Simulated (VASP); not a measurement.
Here is a VASP 6.6.1 calculation.

Contents of POSCAR:

```
W
1.0
    3.2317690918      0.0000000000      0.0000000000
    0.0000000000      3.1525590651      0.0000000000
    0.0000000000      0.0000000000      3.1525590651
W
2
Direct
    0.0000000000      0.0000000000      0.0000000000
    0.5000000000      0.5000000000      0.5000000000
```

Contents of INCAR.step1:

```
PREC = Accurate
ENCUT = 520
ISMEAR = 0
SIGMA = 0.1
LREAL = False
LASPH = True
NELM = 80
NBANDS = 21
GGA = PE
ALGO = Normal
EDIFF = 1E-4
LWAVE = True
LCHARG = False
```

INCAR.step2

```
PREC = Accurate
ENCUT = 520
EDIFF = 1E-6
ISMEAR = 0
SIGMA = 0.1
LREAL = False
LASPH = True
NELM = 80
ALGO = Normal
ISIF = 2
LWAVE = False
LCHARG = False
METAGGA = R2SCAN
LMIXTAU = True
NBANDS = 21
ISTART = 1
```

The input KPOINTS:

```
Automatic mesh
0
Gamma
  16 16 16
```

Potentials or basis: VASP PAW PBE potentials, release 64 (W_sv).

Command:

```bash
$ cat potpaw_PBE.64/W_sv/POTCAR > POTCAR
$ cp INCAR.step1 INCAR
$ mpirun -np 1 vasp_std > vasp.out
$ cp INCAR.step2 INCAR
$ mpirun -np 1 vasp_std > vasp.out
```

**Question.** What does it give for the pressure?

**Answer.** -1.6 GPa.

**Question.** Predict the band gap on the k mesh.

**Answer.** Zero (bands 14 and 15 overlap by 1.21 eV).

Stress tensor (GPa, compression positive):
```
-6.61  0.00  0.00
 0.00  0.88  0.00
 0.00  0.00  0.88
```

Caveat: the cell differs from its parent crystal (uniaxial strain along a: +2.0 %); the PAW data sets were made with another functional, which shifts forces and pressure a little; spin-orbit coupling is left out, which moves the levels of the heavy elements.
